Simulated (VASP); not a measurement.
**Cd7S: single point with PBE**

The system is Cd7S.

```
CELL_PARAMETERS angstrom
5.93786 0.00000 0.00000
-2.96893 5.14233 0.00000
0.00000 0.00000 5.99339
ATOMIC_POSITIONS crystal
Cd 0.49993 0.99986 0.00000
Cd 0.49993 0.50007 0.00000
Cd 0.00014 0.50007 0.00000
Cd 0.32960 0.16480 0.50000
Cd 0.83520 0.16480 0.50000
Cd 0.83520 0.67040 0.50000
Cd 0.33333 0.66667 0.50000
S 0.00000 0.00000 0.00000
```

The cell was built from a structure type or drawn by symmetry, and may not be a known phase.

```yaml
Program: VASP 6.6.1
Task: single point
Functional: PBE
Potentials_or_basis: VASP PAW PBE potentials, release 64 (Cd, S)
Cutoff: 520 eV
k_mesh: 6 × 6 × 6
Occupations: gaussian, width 0.1 eV
Spin: no spin polarisation
Dipole_correction: no
Further_INCAR_settings: ALGO = Normal; EDIFF = 1e-07; NBANDS = 55
```

The pressure is 0.2 GPa. The largest force is 0.014 eV/Å and the band gap on the k mesh is zero (bands 45 and 46 overlap by 0.48 eV).

Forces in eV/Å, atoms in the order of the input:
```
Cd   0.000  0.007  0.000
Cd   0.006 -0.003  0.000
Cd  -0.006 -0.003  0.000
Cd   0.012  0.007  0.000
Cd  -0.012  0.007  0.000
Cd   0.000 -0.014  0.000
Cd   0.000  0.000  0.000
S    0.000  0.000  0.000
```

Stress tensor (GPa, compression positive):
```
0.32 0.00 0.00
0.00 0.32 0.00
0.00 0.00 0.10
```

Levels at points of the mesh, in eV from the Fermi level:
| k point | band 43 | band 44 | band 45 | band 46 | band 47 | band 48 |
| --- | --- | --- | --- | --- | --- | --- |
| (0.00, 0.00, 0.00) | -1.73 | -1.73 | -0.34 | -0.10 | 0.49 | 0.49 |
| (0.50, 0.00, 0.00) | -1.23 | -0.95 | -0.70 | -0.01 | 1.00 | 1.63 |
| (0.00, 0.00, 0.50) | -1.26 | -1.22 | -0.18 | -0.07 | -0.07 | 0.20 |
| (0.50, 0.00, 0.50) | -2.19 | -0.41 | -0.40 | 0.81 | 1.35 | 3.76 |

Run time: 3.2 min on 1 thread of Intel(R) Xeon(R) 6975P-C (Granite Rapids), with other jobs on the host, peak memory 0.42 GiB.

Caveat: semilocal functionals underestimate gaps, so a narrow gap can read as zero.
